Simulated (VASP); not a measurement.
Input of a VASP 6.6.1 run:

The input POSCAR:

```
KTaO3
1.0
    3.9087285885      0.0000000000      0.0000000000
    0.0000000000      3.9087285885      0.0000000000
    0.0000000000      0.0000000000      3.9087285885
K Ta O
1 1 3
Direct
    0.5000000000      0.5000000000      0.5000000000
    0.0000000000      0.0000000000      0.0000000000
    0.5000000000      0.0000000000      0.0000000000
    0.0000000000      0.5000000000      0.0000000000
    0.0000000000      0.0000000000      0.5000000000
```

File INCAR.step1:

```
SYSTEM = KTaO3
  PREC = Accurate
  ENCUT = 520
  ISMEAR = 0
  SIGMA = 0.02
  LREAL = .False.
  LASPH = .True.
  NELM = 60
  NBANDS = 27
  GGA = PE
  ALGO = Normal
  EDIFF = 1E-4
  LWAVE = .True.
  LCHARG = .False.
```

Contents of INCAR.step2:

```
SYSTEM = KTaO3
  PREC = Accurate
  ENCUT = 520
  EDIFF = 1E-6
  ISMEAR = 0
  SIGMA = 0.02
  LREAL = .False.
  LASPH = .True.
  NELM = 60
  ALGO = Normal
  ISIF = 2
  LWAVE = .False.
  LCHARG = .True.
  METAGGA = R2SCAN
  LMIXTAU = .True.
  LELF = .True.
  LVHAR = .True.
  NBANDS = 27
  ISTART = 1
```

KPOINTS

```
Automatic mesh
0
Gamma
  6 6 6
  0 0 0
```

Potentials or basis: VASP PAW PBE potentials, release 64 (K_sv, Ta_pv, O).

Launch:

```console
$ cat potpaw_PBE.64/K_sv/POTCAR potpaw_PBE.64/Ta_pv/POTCAR potpaw_PBE.64/O/POTCAR > POTCAR
$ cp INCAR.step1 INCAR
$ mpirun -np 1 vasp_std > vasp.out
$ cp INCAR.step2 INCAR
$ mpirun -np 1 vasp_std > vasp.out
```

(1) What does it give for the band gap on the k mesh?

(2) Estimate the pressure.

## Answers

(1) 2.75 eV (least direct gap 3.37 eV).

(2) 16.1 GPa.

Caveat: the cell stands under pressure; the PAW data sets were made with another functional, which shifts forces and pressure a little; spin-orbit coupling is left out, which moves the levels of the heavy elements.
